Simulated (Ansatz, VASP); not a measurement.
# Nb3Cd in VASP and in Ansatz

```xyz
8
Lattice="5.9776 0.0000 0.0000 -2.9888 5.1768 0.0000 0.0000 0.0000 4.8415" Properties=species:S:1:pos:R:3 pbc="T T T"
Nb    2.9888    3.5164    1.2104
Nb   -1.5509    4.3466    3.6311
Nb    1.4379    0.8302    1.2104
Nb    0.0000    1.6604    3.6311
Nb    4.5397    0.8302    1.2104
Nb    1.5509    4.3466    3.6311
Cd    0.0000    3.4512    1.2104
Cd    2.9888    1.7256    3.6311
```

Alike in both runs: functional PBE; k mesh 3 × 3 × 4; occupations gaussian, width 0.1 eV; no spin polarisation.

Ansatz relaxed the structure, and its values are those at the end. VASP's run is a single point on that final structure, the one shown.

```csv
,VASP,Ansatz
version,VASP 6.6.1,Ansatz 0.2.0
potentials or method,"VASP PAW PBE potentials, release 64 (Nb_sv, Cd), cutoff 520 eV","scalar-relativistic, plane waves, PAW"
valence electrons in the cell,102,118
```

```tsv
	VASP	Ansatz	Ansatz less VASP
gap on the k mesh at the Fermi level (eV)	none	none	-
pressure (GPa)	0.1	0.0	-0.05
rms of the force components (eV/Å)	0.013	0.003	-0.0102
```

A gap of «none» marks a metal or a gap that the smearing closes. VASP's potentials hold 102 valence electrons a cell and Ansatz's 118, so a difference there can come from the potentials and not from the codes.

The k mesh is coarse, so the values compare programs but aren't converged.
